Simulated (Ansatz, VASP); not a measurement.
Two plane-wave programs on InSbMoO6

```
CELL_PARAMETERS angstrom
5.16998 0.00000 0.00000
0.00000 5.39736 0.00000
0.00000 0.00000 9.02708
ATOMIC_POSITIONS crystal
In 0.00000 0.50000 0.52397
In 0.50000 0.00000 0.47603
Sb 0.00000 0.00000 0.76709
Sb 0.50000 0.50000 0.23291
Mo 0.50000 0.50000 0.80990
Mo 0.00000 0.00000 0.19010
O 0.21947 0.18196 0.61146
O 0.78053 0.81804 0.61146
O 0.71947 0.31804 0.38854
O 0.28053 0.68196 0.38854
O 0.25067 0.67947 0.70615
O 0.74933 0.32053 0.70615
O 0.75067 0.82053 0.29385
O 0.24933 0.17947 0.29385
O 0.34617 0.29354 0.92589
O 0.65383 0.70646 0.92589
O 0.84617 0.20646 0.07411
O 0.15383 0.79354 0.07411
```

Alike in both runs: functional PBE; dispersion D3(BJ); k mesh 4 × 4 × 2; occupations gaussian, width 0.1 eV; no spin polarisation.

Ansatz relaxed the structure, and its values are those at the end. VASP's run is a single point on that final structure, the one shown.

|  | VASP | Ansatz |
| --- | --- | --- |
| version | VASP 6.6.1 | Ansatz 0.2.0 |
| potentials or method | VASP PAW PBE potentials, release 64 (In_d, Sb, Mo_sv, O), cutoff 520 eV | scalar-relativistic, plane waves, PAW |
| valence electrons in the cell | 136 | 156 |

```tsv
	VASP	Ansatz	Ansatz less VASP
gap on the k mesh at the Fermi level (eV)	2.42	2.44	+0.021
least direct gap on the mesh (eV)	2.68	2.70	+0.015
pressure (GPa)	0.1	0.0	-0.09
rms of the force components (eV/Å)	0.039	0.017	-0.0224
```

VASP's potentials hold 136 valence electrons a cell and Ansatz's 156, so a difference there can come from the potentials and not from the codes.

Spin-orbit coupling is off throughout.
